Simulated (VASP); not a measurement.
# In (Fm-3m) in VASP: single point with PBE

Aim: the single point of In with PBE.

Everything below comes from runs of VASP 6.6.1. Logs are shortened: lines on timing, memory, paths and dates and some standing lists are left out, and cuts for length are marked.

### Step 1. The cell of the first run

Symmetry: Fm-3m, No. 225, cubic system. The conventional cell has a = 4.806 Å, b = 4.806 Å, c = 4.806 Å, α = 90.00°, β = 90.00°, γ = 90.00°. In (site symmetry m-3m) has 12 In at 3.40 Å within 4.5 Å.

### Step 2. Single point, PBE

The input, INCAR:

```
SYSTEM = In
  ALGO = Normal
  EDIFF = 1E-7
  ENCUT = 520
  GGA = PE
  ISIF = 2
  ISMEAR = -1
  LASPH = .True.
  LCHARG = .False.
  LREAL = .False.
  LWAVE = .False.
  NBANDS = 12
  NELM = 100
  PREC = Accurate
  SIGMA = 0.13605693000000002
```

The input, KPOINTS:

```
k-points
0
Gamma
  12 12 12
  0 0 0
```

The input, POSCAR:

```
In
1.0
    0.0000000000      2.4030632183      2.4030632183
    2.4030632183      0.0000000000      2.4030632183
    2.4030632183      2.4030632183      0.0000000000
In
1
Direct
    0.0000000000      0.0000000000      0.0000000000
```

Potentials or basis: VASP PAW PBE potentials, release 64 (In_d).

Command:

```sh
> cat potpaw_PBE.64/In_d/POTCAR > POTCAR
> mpirun -np 1 vasp_std > vasp.out
```

OUTCAR:

```text
SYSTEM = In
   EDIFF = 1E-7
   ENCUT = 520
   GGA = PE
   ISIF = 2
   ISMEAR = -1
   LASPH = .True.
   LREAL = .False.
   NELM = 100
   PREC = Accurate

 ion  position               nearest neighbor table
   1  0.000  0.000  0.000-

  LATTYP: Found a face centered cubic cell.
 ALAT       =     4.8061264366

  Lattice vectors:

 A1 = (   0.0000000000,   2.4030632183,   2.4030632183)
 A2 = (   2.4030632183,   0.0000000000,   2.4030632183)
 A3 = (   2.4030632183,   2.4030632183,   0.0000000000)

Analysis of symmetry for initial positions (statically):
=====================================================================
 Subroutine PRICEL returns:
 Original cell was already a primitive cell.

 Routine SETGRP: Setting up the symmetry group for a
 face centered cubic supercell.

 Subroutine GETGRP returns: Found 48 space group operations
 (whereof 48 operations were pure point group operations)
 out of a pool of 48 trial point group operations.

The static configuration has the point symmetry O_h .

Analysis of symmetry for dynamics (positions and initial velocities):
=====================================================================
 Subroutine PRICEL returns:
 Original cell was already a primitive cell.

 Routine SETGRP: Setting up the symmetry group for a
 face centered cubic supercell.

 Subroutine GETGRP returns: Found 48 space group operations
 (whereof 48 operations were pure point group operations)
 out of a pool of 48 trial point group operations.

The dynamic configuration has the point symmetry O_h .

 Subroutine INISYM returns: Found 48 space group operations
 (whereof 48 operations are pure point group operations),
 and found     1 'primitive' translations

----------------------------------------------------------------------------------------

                                     Primitive cell

  volume of cell :      27.7540

  direct lattice vectors                    reciprocal lattice vectors
     0.000000000  2.403063218  2.403063218    -0.208067768  0.208067768  0.208067768
     2.403063218  0.000000000  2.403063218     0.208067768 -0.208067768  0.208067768
     2.403063218  2.403063218  0.000000000     0.208067768  0.208067768 -0.208067768

  length of vectors
     3.398444595  3.398444595  3.398444595     0.360383945  0.360383945  0.360383945

  position of ions in fractional coordinates (direct lattice)
     0.000000000  0.000000000  0.000000000

  ion indices of the primitive-cell ions
   primitive index   ion index
                 1           1

----------------------------------------------------------------------------------------

 KPOINTS: k-points

Automatic generation of k-mesh.
 Grid dimensions read from file:
 generate k-points for:   12   12   12

 Generating k-lattice:

  Cartesian coordinates                     Fractional coordinates (reciprocal lattice)
    -0.017338981  0.017338981  0.017338981     0.083333333  0.000000000  0.000000000
     0.017338981 -0.017338981  0.017338981     0.000000000  0.083333333  0.000000000
     0.017338981  0.017338981 -0.017338981     0.000000000  0.000000000  0.083333333

  Length of vectors
     0.030031995  0.030031995  0.030031995

  Shift w.r.t. Gamma in fractional coordinates (k-lattice)
     0.000000000  0.000000000  0.000000000

 Subroutine IBZKPT returns following result:
 ===========================================

 Found     72 irreducible k-points:

 Following reciprocal coordinates:
            Coordinates               Weight
  0.000000  0.000000  0.000000      1.000000
  0.083333  0.000000  0.000000      8.000000
  0.166667  0.000000  0.000000      8.000000
  0.250000  0.000000  0.000000      8.000000
  0.333333  0.000000  0.000000      8.000000
  0.416667  0.000000  0.000000      8.000000
[... 16 lines left out ...]
  0.500000  0.166667  0.000000     24.000000
 -0.416667  0.166667  0.000000     24.000000
 [... further k-points ...]
   k-points           NKPTS =     72   k-points in BZ     NKDIM =     72   number of bands    NBANDS=     12
   number of dos      NEDOS =    301   number of ions     NIONS =      1
   total plane-waves  NPLWV =  21952
   dimension x,y,z NGX =    28 NGY =   28 NGZ =   28
   dimension x,y,z NGXF=    56 NGYF=   56 NGZF=   56
   ions per type =               1
   NGX,Y,Z   is equivalent  to a cutoff of  13.70, 13.70, 13.70 a.u.
   NGXF,Y,Z  is equivalent  to a cutoff of  27.39, 27.39, 27.39 a.u.
 SYSTEM =  In
   PREC   = accura    normal or accurate (medium, high low for compatibility)
   ISTART =      0    job   : 0-new  1-cont  2-samecut
   ICHARG =      2    charge: 1-file 2-atom 10-const
   ISPIN  =      1    spin polarized calculation?
   LNONCOLLINEAR =      F non collinear calculations
   LSORBIT =      F    spin-orbit coupling
   LASPH  =      T    aspherical Exc in radial PAW
   ENCUT  =  520.0 eV  38.22 Ry    6.18 a.u.   6.32  6.32  6.32*2*pi/ulx,y,z
   NELM   =    100;   NELMIN=  2; NELMDL= -5     # of ELM steps
   EDIFF  = 0.1E-06   stopping-criterion for ELM
   LREAL  =      F    real-space projection
   EDIFFG = 0.1E-05   stopping-criterion for IOM
   NSW    =      0    number of steps for IOM
   IBRION =     -1    ionic relax: 0-MD 1-quasi-New 2-CG
   NFREE  =      0    steps in history (QN), initial steepest desc. (CG)
   ISIF   =      2    stress and relaxation
   ISYM   =      2    0-nonsym 1-usesym 2-fastsym
   POTIM  = 0.5000    time-step for ionic-motion
   TEBEG  =    0.0;   TEEND  =   0.0 temperature during run
   PSTRESS=    0.0 pullay stress
   NELECT =      13.0000    total number of electrons
   NUPDOWN=      -1.0000    fix difference up-down
   EMIN   =  10.00;   EMAX   =-10.00  energy-range for DOS
   EFERMI =   0.00;   METHOD = LEGACY
   ISMEAR =    -1;   SIGMA  =   0.14  broadening in eV -4-tet -1-fermi 0-gaus
   EFERMI_NEDOS =   21; number of points for ismear=-14 and -15
   IALGO  =     38    algorithm
   IMIX   =      4    mixing-type and parameters
     AMIX     =   0.40;   BMIX     =  1.00
     AMIX_MAG =   1.60;   BMIX_MAG =  1.00
  volume/ion in A,a.u.               =      27.75       187.29
  Fermi-wavevector in a.u.,A,eV,Ry     =   1.271396  2.402590 21.993099  1.616447
  Thomas-Fermi vector in A             =   2.404331
   LORBIT       =      0    0 simple, 1 ext, 2 COOP (PROOUT), +10 PAW based schemes
   GGA     = PE    functional components
   LHFCALC =     F    Hartree Fock is set to
   AEXX    =    0.0000 exact exchange contribution
   IVDW    =     0    specifies the selected vdW correction
   LEPSILON=     F    determine dielectric tensor
   LRPA    =     F    only Hartree local field effects (RPA)
 non-spin polarized calculation
  energy-cutoff  :      520.00
  volume of cell :       27.75
 maximum number of plane-waves:       760
 NGX is ok and might be reduce to    28
   NGX = 13   NGY = 13   NGZ = 13

 number of electron      12.9999997 magnetization

 Free energy of the ion-electron system (eV)
  ---------------------------------------------------
  ext. energy  EPLUGINS =         0.00000000
  ---------------------------------------------------
  free energy    TOTEN  =        -2.57341806 eV

  energy without entropy =       -2.54297983  energy(sigma->0) =       -2.55819894

 E-fermi :   6.8614     XC(G=0):  -9.9766

 val. band max:        6.8351941944   @ k =  -0.2500   0.5000   0.2500
 cond. band min:       6.9120628634   @ k =  -0.2500   0.4167   0.1667
 fundamental gap:      0.0768686689
 Fermi energy:         6.8613756165

 k-point     1 :       0.0000    0.0000    0.0000
  band No.  band energies     occupation
      1      -7.7101      2.00000
      2      -7.7101      2.00000
      3      -7.7101      2.00000
      4      -7.5647      2.00000
      5      -7.5647      2.00000
      6      -2.2764      2.00000
      7      16.9153      0.00000
      8      16.9153      0.00000
      9      16.9153      0.00000
     10      18.2613      0.00000
     11      20.3762      0.00000
     12      20.3762      0.00000

 k-point     2 :       0.0833    0.0000    0.0000
  band No.  band energies     occupation
      1      -7.7114      2.00000
      2      -7.7000      2.00000
      3      -7.7000      2.00000
      4      -7.5656      2.00000
      5      -7.5656      2.00000
      6      -2.1314      2.00000
      7      15.2449      0.00000
      8      16.6647      0.00000
      9      16.6647      0.00000
     10      17.9990      0.00000
     11      20.8124      0.00000
     12      20.8124      0.00000

 k-point     3 :       0.1667    0.0000    0.0000
  band No.  band energies     occupation
      1      -7.7167      2.00000
      2      -7.6801      2.00000
      3      -7.6801      2.00000
      4      -7.5604      2.00000
      5      -7.5604      2.00000
      6      -1.6927      2.00000
      7      12.5178      0.00000
      8      16.1498      0.00000
      9      16.1498      0.00000
     10      17.8627      0.00000
     11      21.4331      0.00000
     12      21.5700      0.00000
[... 286 lines left out ...]
 k-point    23 :       0.5000    0.1667    0.0000
  band No.  band energies     occupation
      1      -7.7553      2.00000
      2      -7.6825      2.00000
      3      -7.6341      2.00000
      4      -7.5094      2.00000
      5      -7.4276      2.00000
      6       2.3790      2.00000
      7       5.0908      2.00000
      8      11.7622      0.00000
      9      13.2626      0.00000
     10      15.7241      0.00000
     11      21.4400      0.00000
     12      21.5605      0.00000

 k-point    24 :      -0.4167    0.1667    0.0000
  band No.  band energies     occupation
      1      -7.7406      2.00000
      2      -7.6856      2.00000
      3      -7.6403      2.00000
      4      -7.4907      2.00000
      5      -7.4493      2.00000
      6       2.8039      2.00000
      7       4.5811      2.00000
      8      11.2069      0.00000
      9      13.7668      0.00000
     10      16.0557      0.00000
     11      20.9344      0.00000
     12      21.1321      0.00000

 [... further k-points ...]

------------------------ aborting loop because EDIFF is reached ----------------------------------------

  FORCE on cell =-STRESS in cart. coord.  units (eV):
  Direction    XX          YY          ZZ          XY          YZ          ZX
  --------------------------------------------------------------------------------------
  -------------------------------------------------------------------------------------
  Total       -0.0620123     -0.0620123     -0.0620123     -0.0000000      0.0000000     -0.0000000
  in kB       -3.5798333     -3.5798333     -3.5798333     -0.0000000      0.0000000     -0.0000000
  external PRESSURE =      -3.5798333 kB  Pullay stress =       0.0000000 kB

 VOLUME and BASIS-vectors are now :
 -----------------------------------------------------------------------------
  energy-cutoff  :      520.00
  volume of cell :       27.75
      direct lattice vectors                 reciprocal lattice vectors
     0.000000000  2.403063218  2.403063218    -0.208067768  0.208067768  0.208067768
     2.403063218  0.000000000  2.403063218     0.208067768 -0.208067768  0.208067768
     2.403063218  2.403063218  0.000000000     0.208067768  0.208067768 -0.208067768

 POSITION                                       TOTAL-FORCE (eV/Angst)
 -----------------------------------------------------------------------------------
      0.00000      0.00000      0.00000         0.000000      0.000000     -0.000000
 -----------------------------------------------------------------------------------
    total drift:                               -0.000000     -0.000000     -0.000000

  FREE ENERGIE OF THE ION-ELECTRON SYSTEM (eV)
  ---------------------------------------------------
  free  energy   TOTEN  =        -2.5734180598 eV

  energy  without entropy=       -2.5429798287  energy(sigma->0) =       -2.55819894
```

Wall time 10 s (1 thread of Intel Xeon 6975P-C (Granite Rapids), shared host); peak memory 0.17 GiB.

What came out:

| Property | Result |
| --- | --- |
| Free energy | -2.5734 eV |
| Pressure | -0.4 GPa |

Caveat: spin-orbit coupling is left out, which moves the levels of the heavy elements.
